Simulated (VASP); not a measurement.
Set up this calculation in VASP 6.6.1, as the native input.

- Task: single point
- Functional: PBEsol
- Potentials or basis: VASP PAW PBE potentials, release 64 (Pd)
- Cutoff: 520 eV
- k mesh: 14 × 14 × 14
- Occupations: fermi-dirac, width 0.1 eV
- Spin: no spin polarisation
- Dipole correction: no
- Further INCAR settings: ALGO = Normal; EDIFF = 1e-06; NBANDS = 11

The structure of Pd lies in POSCAR:

```
Pd
1.0
    2.5319395352      0.0000000000      0.0000000000
    0.0000000000      2.5319395352      0.0000000000
    0.0000000000      0.0000000000      2.5319395352
Pd
1
Direct
    0.0000000000      0.0000000000      0.0000000000
```

This cell differs from its parent crystal: volume scaled by 0.96.

These files were run (other wordings do the same):

INCAR

```
SYSTEM = Pd
PREC     = Accurate       ! precision mode
ENCUT    = 520            ! plane-wave cutoff, eV
EDIFF    = 1E-6           ! SCF threshold, eV
ISMEAR   = -1             ! smearing method
SIGMA    = 0.1            ! smearing width, eV
LREAL    = .False.        ! projectors in reciprocal space
LASPH    = .True.         ! aspherical terms in the spheres
NELM     = 60             ! most SCF steps
ALGO     = Normal         ! electronic algorithm
ISIF     = 2              ! what is computed and relaxed
LWAVE    = .False.        ! write WAVECAR
LCHARG   = .False.        ! write CHGCAR
GGA      = PS             ! functional
NBANDS   = 11             ! bands
```

KPOINTS

```
Automatic mesh
0
Gamma
  14 14 14
  0 0 0
```

Potentials or basis: VASP PAW PBE potentials, release 64 (Pd).

Command:

```sh
$ cat potpaw_PBE.64/Pd/POTCAR > POTCAR
$ mpirun -np 1 vasp_std > vasp.out
```

It gave:

```json
{
 "Pressure": "6.3 GPa",
 "Band gap on the k mesh": "zero (band 5 reaches 9.82 eV, above the bottom of band 6 at 7.69 eV)"
}
```

Caveat: the PAW data sets were made with another functional, which shifts forces and pressure a little.

Run time: 11 s on 1 thread of Intel(R) Xeon(R) Platinum 8488C (Sapphire Rapids) (shared host), peak memory 0.14 GiB.
